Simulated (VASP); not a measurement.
Runs of VASP 6.6.1 on C. The structure is that of space group Fddd (No. 70), or close to it. The cells are those of the table. 

| potentials or basis | cell | cutoff (eV) | second run | gap on the mesh (eV) | pressure (GPa) |
| --- | --- | --- | --- | --- | --- |
| VASP PAW LDA potentials, release 64 (C) | a = 2.507, b = 2.408, c = 2.586 Å, angles 60.1, 56.4, 63.5°, 2 atoms | 520 | - | (a) | (b) |
| VASP PAW LDA potentials, release 64 (C_h) | a = 2.675, b = 2.291, c = 2.568 Å, angles 66.5, 51.8, 61.7°, 2 atoms | 910 | hard_potentials | none | 13.8 |
| VASP PAW LDA potentials, release 64 (C) | a = 2.641, b = 2.361, c = 2.513 Å, angles 65.5, 54.5, 60.0°, 2 atoms | 520 | - | none | 8.4 |
| VASP PAW LDA potentials, release 64 (C) | a = 2.515, b = 2.418, c = 2.564 Å, angles 60.6, 56.8, 62.6°, 2 atoms | 520 | - | 2.22 | 3.5 |
| VASP PAW LDA potentials, release 64 (C) | a = 2.691, b = 2.317, c = 2.525 Å, angles 67.4, 52.6, 60.0°, 2 atoms | 520 | - | none | 13.8 |
| VASP PAW LDA potentials, release 64 (C) | a = 2.624, b = 2.336, c = 2.556 Å, angles 64.7, 53.6, 61.7°, 2 atoms | 520 | - | 0.65 | 9.0 |
| VASP PAW LDA potentials, release 64 (C) | a = 2.700, b = 2.331, c = 2.504 Å, angles 67.8, 53.1, 59.1°, 2 atoms | 520 | - | none | 13.8 |
| VASP PAW LDA potentials, release 64 (C) | a = 2.632, b = 2.348, c = 2.535 Å, angles 65.1, 54.0, 60.9°, 2 atoms | 520 | - | 0.32 | 8.6 |

Alike in all rows: task single point; level LDA; no spin polarisation; k mesh 12 × 12 × 12; smearing gaussian 0.05 eV.

**Question.** Fill in the values left out.

**Answer.** (a) 1.56; (b) 4.3.

Caveats: the cutoff is under 1.25 times the usual one of these potentials, so pressure, stress and relaxed cells hold a basis-set (Pulay) error (some runs).

A k mesh can miss the band edges.

A gap of «none» marks levels without a gap at the run's occupations.
